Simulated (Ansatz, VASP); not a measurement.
**Pd in VASP and in Ansatz**

INCAR

```
SYSTEM = Pd
  ALGO = Normal
  EDIFF = 1E-7
  ENCUT = 520
  GGA = RP
  ISIF = 2
  ISMEAR = -1
  ISPIN = 2
  LASPH = .True.
  LCHARG = .True.
  LELF = .True.
  LMAXMIX = 4
  LORBIT = 11
  LREAL = .False.
  LVHAR = .True.
  LWAVE = .False.
  MAGMOM = -0.359 -0.359
  NBANDS = 21
  NELM = 150
  PREC = Accurate
  SIGMA = 0.05
```

Contents of KPOINTS:

```
k-points
0
Gamma
  15 15 8
  0 0 0
```

Contents of POSCAR:

```
Pd
1.0
    2.6778450040      0.0000000000      0.0000000000
   -1.3389225020      2.3190818008      0.0000000000
    0.0000000000      0.0000000000      4.4952811627
Pd
2
Direct
    0.3333333333      0.6666666667      0.2500000000
    0.6666666667      0.3333333333      0.7500000000
```

Input for Ansatz:

```yaml
crystal:
  lattice:
    - [2.677845004, 0.0, 0.0]
    - [-1.338922502, 2.3190818008, 0.0]
    - [0.0, 0.0, 4.4952811627]
  atoms:
    - { symbol: Pd, position: [0.3333333333, 0.6666666667, 0.25], spin: -0.359 }
    - { symbol: Pd, position: [0.6666666667, 0.3333333333, 0.75], spin: -0.359 }
hamiltonian:
  xc: rpbe
  pseudopotentials:
    kind: paw
    azcp:
      Pd: "pseudopotentials/Pd.paw.azcp"
basis:
  ecutwfc: 420
  fft_grid_basis: typed
kpoints:
  mp_grid: { grid: [15, 15, 8], shift: [0, 0, 0] }
magnetization:
  spin_polarized: true
scf:
  occupations: { method: fermi_dirac, width: 0.05 }
  lower_state_search: "off"
output:
  stress: true
  write_density: true
  write_potential: true
  elf: true
  volumetric_format: npy
```

Alike in both runs: task single point; functional RPBE; k mesh 15 × 15 × 8; occupations fermi-dirac, width 0.05 eV; collinear spin.

|  | VASP | Ansatz |
| --- | --- | --- |
| version | VASP 6.6.1 | Ansatz 0.2.0 |
| potentials or method | VASP PAW PBE potentials, release 64 (Pd), cutoff 520 eV | plane waves (420 eV) with PAW, scalar-relativistic |
| valence electrons in the cell | 20 | 36 |

|  | VASP | Ansatz | Ansatz less VASP |
| --- | --- | --- | --- |
| pressure (GPa) | 26.0 | 26.4 | +0.38 |
| traceless stress, the component that is largest in VASP (GPa) | -0.99 | -0.93 | +0.065 |
| net moment per atom (μB) | 0.15 | 0.14 | -0.013 |
| size of the moment on the site where the two differ most (μB) | 0.15 | 0.15 | -0.009 |

VASP's potentials were made for PBE, not for RPBE. Site moments also hang on the region over which each program counts them. The functional is the same, so the differences come from potentials, cutoffs and numerics. VASP's potentials hold 20 valence electrons a cell and Ansatz's 36, so a difference there can come from the potentials and not from the codes.
